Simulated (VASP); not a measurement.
# AgCl in VASP: single point with PBEsol

Aim: the single point of AgCl with PBEsol.

Everything below comes from runs of VASP 6.6.1. Logs are shortened: lines on timing, memory, paths and dates and some standing lists are left out, and cuts for length are marked.

## Step 1: The cell of the first run

The cell holds layers of an interface, 16 atoms: a = 3.852 Å, b = 5.448 Å, c = 15.957 Å, α = 90.00°, β = 90.00°, γ = 90.00°.

## Step 2: Single point, PBEsol

INCAR reads:

```
  PREC = Accurate
  ENCUT = 520
  EDIFF = 1E-7
  ISMEAR = 0
  SIGMA = 0.05
  LREAL = Auto
  LASPH = T
  NELM = 100
  ALGO = Normal
  ISIF = 2
  LWAVE = F
  LCHARG = F
  GGA = PS
  NBANDS = 86
```

KPOINTS reads:

```
Automatic mesh
0
Gamma
  8 6 2
```

POSCAR reads:

```
AgCl
1.0
    3.8519796063      0.0000000000      0.0000000000
    0.0000000000      5.4475218012      0.0000000000
    0.0000000000      0.0000000000     15.9569247081
Ag Cl
8 8
Direct
    0.0000000000      0.0000000000      0.0033895610
    0.5000000000      0.5000000000      0.1309634430
    1.0000000000      0.0000000000      0.2440365570
    0.5000000000      0.5000000000      0.3716104390
    1.0000000000      0.5000000000      0.5033895610
    0.5000000000      0.0000000000      0.6309634430
    1.0000000000      0.5000000000      0.7440365570
    0.5000000000      0.0000000000      0.8716104390
    0.0000000000      0.5000000000      0.0225859403
    0.5000000000      0.0000000000      0.1184719613
    1.0000000000      0.5000000000      0.2565280387
    0.5000000000      0.0000000000      0.3524140597
    1.0000000000      0.0000000000      0.5225859403
    0.5000000000      0.5000000000      0.6184719613
    1.0000000000      0.0000000000      0.7565280387
    0.5000000000      0.5000000000      0.8524140597
```

Potentials or basis: VASP PAW PBE potentials, release 64 (Ag, Cl).

Launch:

```
$ cat potpaw_PBE.64/Ag/POTCAR potpaw_PBE.64/Cl/POTCAR > POTCAR
$ mpirun -np 1 vasp_std > vasp.out
```

OUTCAR:

```text
PREC = Accurate
   ENCUT = 520
   EDIFF = 1E-7
   ISMEAR = 0
   LREAL = Auto
   LASPH = T
   NELM = 100
   ISIF = 2
   GGA = PS

 ion  position               nearest neighbor table
   1  0.000  0.000  0.003-  10 2.66  10 2.66   9 2.74   9 2.74   8 2.85   8 2.85
   2  0.500  0.500  0.131-   9 2.59   9 2.59  10 2.73  10 2.73  11 2.78  11 2.78
   3  0.000  0.000  0.244-  12 2.59  12 2.59  11 2.73  11 2.73  10 2.78  10 2.78
   4  0.500  0.500  0.372-  11 2.66  11 2.66  12 2.74  12 2.74   5 2.85   5 2.85
   5  0.000  0.500  0.503-  14 2.66  14 2.66  13 2.74  13 2.74   4 2.85   4 2.85
   6  0.500  0.000  0.631-  13 2.59  13 2.59  14 2.73  14 2.73  15 2.78  15 2.78
   7  0.000  0.500  0.744-  16 2.59  16 2.59  15 2.73  15 2.73  14 2.78  14 2.78
   8  0.500  0.000  0.872-  15 2.66  15 2.66  16 2.74  16 2.74   1 2.85   1 2.85
   9  0.000  0.500  0.023-   2 2.59   2 2.59   1 2.74   1 2.74
  10  0.500  0.000  0.118-   1 2.66   1 2.66   2 2.73   2 2.73   3 2.78   3 2.78
  11  0.000  0.500  0.257-   4 2.66   4 2.66   3 2.73   3 2.73   2 2.78   2 2.78
  12  0.500  0.000  0.352-   3 2.59   3 2.59   4 2.74   4 2.74
  13  0.000  0.000  0.523-   6 2.59   6 2.59   5 2.74   5 2.74
  14  0.500  0.500  0.618-   5 2.66   5 2.66   6 2.73   6 2.73   7 2.78   7 2.78
  15  0.000  0.000  0.757-   8 2.66   8 2.66   7 2.73   7 2.73   6 2.78   6 2.78
  16  0.500  0.500  0.852-   7 2.59   7 2.59   8 2.74   8 2.74

  LATTYP: Found a simple orthorhombic cell.
 ALAT       =     3.8519796063
 B/A-ratio  =     1.4142135624
 C/A-ratio  =     4.1425257501

  Lattice vectors:

 A1 = (   3.8519796063,   0.0000000000,   0.0000000000)
 A2 = (   0.0000000000,   5.4475218012,   0.0000000000)
 A3 = (   0.0000000000,   0.0000000000,  15.9569247081)

Analysis of symmetry for initial positions (statically):
=====================================================================
 Subroutine PRICEL returns following result:

  LATTYP: Found a base centered orthorhombic cell.
 ALAT       =     5.4475218012
 B/A-ratio  =     2.9292080492
 C/A-ratio  =     0.7071067812

  Lattice vectors:

 A1 = (   0.0000000000,  -2.7237609006,   7.9784623541)
 A2 = (   0.0000000000,  -2.7237609006,  -7.9784623540)
 A3 = (   3.8519796063,   0.0000000000,   0.0000000000)

   2 primitive cells build up your supercell.

 Routine SETGRP: Setting up the symmetry group for a
 simple orthorhombic supercell.

 Subroutine GETGRP returns: Found  8 space group operations
 (whereof  4 operations were pure point group operations)
 out of a pool of  8 trial point group operations.

[... 146 lines left out ...]
   ISIF   =      2    stress and relaxation
   ISYM   =      2    0-nonsym 1-usesym 2-fastsym
   POTIM  = 0.5000    time-step for ionic-motion
   TEBEG  =    0.0;   TEEND  =   0.0 temperature during run
   PSTRESS=    0.0 pullay stress
   NELECT =     144.0000    total number of electrons
   NUPDOWN=      -1.0000    fix difference up-down
   EMIN   =  10.00;   EMAX   =-10.00  energy-range for DOS
   EFERMI =   0.00;   METHOD = LEGACY
   ISMEAR =     0;   SIGMA  =   0.05  broadening in eV -4-tet -1-fermi 0-gaus
   EFERMI_NEDOS =   21; number of points for ismear=-14 and -15
   IALGO  =     38    algorithm
   IMIX   =      4    mixing-type and parameters
     AMIX     =   0.40;   BMIX     =  1.00
     AMIX_MAG =   1.60;   BMIX_MAG =  1.00
  volume/ion in A,a.u.               =      20.93       141.22
  Fermi-wavevector in a.u.,A,eV,Ry     =   1.235715  2.335163 20.775978  1.526991
  Thomas-Fermi vector in A             =   2.370353
   LORBIT       =      0    0 simple, 1 ext, 2 COOP (PROOUT), +10 PAW based schemes
   GGA     = PS    functional components
   LHFCALC =     F    Hartree Fock is set to
   AEXX    =    0.0000 exact exchange contribution
   IVDW    =     0    specifies the selected vdW correction
   LEPSILON=     F    determine dielectric tensor
   LRPA    =     F    only Hartree local field effects (RPA)
 non-spin polarized calculation
 Gauss-broadening in eV      SIGMA  =   0.05
  energy-cutoff  :      520.00
  volume of cell :      334.84
 maximum number of plane-waves:      9072
 NGX is ok and might be reduce to    30
   NGX = 15   NGY = 21   NGZ = 59

 number of electron     144.0000035 magnetization

 Free energy of the ion-electron system (eV)
  ---------------------------------------------------
  ext. energy  EPLUGINS =         0.00000000
  ---------------------------------------------------
  free energy    TOTEN  =       -47.10417119 eV

  energy without entropy =      -47.09857660  energy(sigma->0) =      -47.10137389

 E-fermi :   3.9587     XC(G=0): -10.3020

 val. band max:        3.9564249840   @ k =   0.0000   0.3333   0.0000
 cond. band min:       3.9959203471   @ k =   0.0000   0.1667   0.0000
 fundamental gap:      0.0394953631
 Fermi energy:         3.9586907607

 k-point     1 :       0.0000    0.0000    0.0000
  band No.  band energies     occupation
      1     -11.4395      2.00000
      2     -11.3977      2.00000
      3     -11.1791      2.00000
      4     -11.1457      2.00000
      5     -10.7389      2.00000
      6     -10.6658      2.00000
[... 2077 lines left out ...]
     83      10.9251      0.00000
     84      10.9251      0.00000

 [... further k-points ...]

 [bands above 84 left out]

------------------------ aborting loop because EDIFF is reached ----------------------------------------

  FORCE on cell =-STRESS in cart. coord.  units (eV):
  Direction    XX          YY          ZZ          XY          YZ          ZX
  --------------------------------------------------------------------------------------
  -------------------------------------------------------------------------------------
  Total        0.8937669     -6.1387867     -0.3368435      0.0000000      0.0000000      0.0000000
  in kB        4.2766399    -29.3738569     -1.6117832      0.0000000      0.0000000      0.0000000
  external PRESSURE =      -8.9030001 kB  Pullay stress =       0.0000000 kB

 VOLUME and BASIS-vectors are now :
 -----------------------------------------------------------------------------
  energy-cutoff  :      520.00
  volume of cell :      334.84
      direct lattice vectors                 reciprocal lattice vectors
     3.851979606  0.000000000  0.000000000     0.259606774  0.000000000  0.000000000
     0.000000000  5.447521801  0.000000000     0.000000000  0.183569711  0.000000000
     0.000000000  0.000000000 15.956924708     0.000000000  0.000000000  0.062668717

 POSITION                                       TOTAL-FORCE (eV/Angst)
 -----------------------------------------------------------------------------------
      0.00000      0.00000      0.05409        -0.000000     -0.000000      0.009238
      1.92599      2.72376      2.08977        -0.000000     -0.000000      0.006709
      0.00000      0.00000      3.89407         0.000000     -0.000000     -0.006709
      1.92599      2.72376      5.92976        -0.000000      0.000000     -0.009238
      0.00000      2.72376      8.03255        -0.000000     -0.000000      0.009238
      1.92599      0.00000     10.06824        -0.000000     -0.000000      0.006709
[... 8 lines left out ...]
      0.00000      0.00000     12.07186         0.000000     -0.000000      0.002032
      1.92599      2.72376     13.60191         0.000000      0.000000     -0.010261
 -----------------------------------------------------------------------------------
    total drift:                                0.000000      0.000000     -0.000000

  FREE ENERGIE OF THE ION-ELECTRON SYSTEM (eV)
  ---------------------------------------------------
  free  energy   TOTEN  =       -47.1041711857 eV

  energy  without entropy=      -47.0985765996  energy(sigma->0) =      -47.10137389
```

Wall time 26 min (1 thread of Intel Xeon Platinum 8259CL at 2.50GHz (Skylake/Cascade Lake), shared host); peak memory 0.82 GiB.

What came out:

| Property | Result |
| --- | --- |
| Free energy | -47.1042 eV |
| Pressure | -0.9 GPa |
| Largest force | 0.010 eV/Å |
| Band gap on the k mesh | zero (band 72 reaches 3.96 eV, above the bottom of band 73 at 3.68 eV) |

Forces on the atoms (eV/Å):
```
Ag   0.000  0.000  0.009
Ag   0.000  0.000  0.007
Ag   0.000  0.000 -0.007
Ag   0.000  0.000 -0.009
Ag   0.000  0.000  0.009
Ag   0.000  0.000  0.007
Ag   0.000  0.000 -0.007
Ag   0.000  0.000 -0.009
Cl   0.000  0.000  0.010
Cl   0.000  0.000 -0.002
Cl   0.000  0.000  0.002
Cl   0.000  0.000 -0.010
Cl   0.000  0.000  0.010
Cl   0.000  0.000 -0.002
Cl   0.000  0.000  0.002
Cl   0.000  0.000 -0.010
```

Levels at points of the mesh, in eV from the Fermi level:
```csv
k point,band 68,band 69,band 70,band 71,band 72,band 73,band 74,band 75,band 76,band 77
"(0.00, 0.00, 0.00)",-1.29,-0.63,-0.62,-0.37,-0.16,-0.02,0.04,2.38,3.21,3.37
"(0.50, 0.00, 0.00)",-1.73,-0.72,-0.72,-0.54,-0.54,2.21,2.21,2.32,2.32,3.94
"(0.00, 0.50, 0.00)",-0.36,-0.02,-0.02,0.00,0.00,1.52,1.52,3.94,3.94,4.07
"(0.50, 0.50, 0.00)",-0.62,-0.05,-0.05,-0.05,-0.05,3.04,3.04,3.04,3.04,4.93
"(0.00, 0.00, 0.50)",-1.41,-0.38,-0.38,-0.26,-0.26,-0.16,-0.16,2.57,2.57,3.86
"(0.50, 0.00, 0.50)",-1.75,-0.63,-0.63,-0.63,-0.63,2.30,2.30,2.30,2.30,3.93
"(0.00, 0.50, 0.50)",-0.23,-0.15,-0.15,-0.03,-0.03,1.52,1.52,3.88,3.88,4.13
"(0.50, 0.50, 0.50)",-0.44,-0.12,-0.12,-0.12,-0.12,3.05,3.05,3.05,3.05,4.78
```

Caveat: the PAW data sets were made with another functional, which shifts forces and pressure a little.
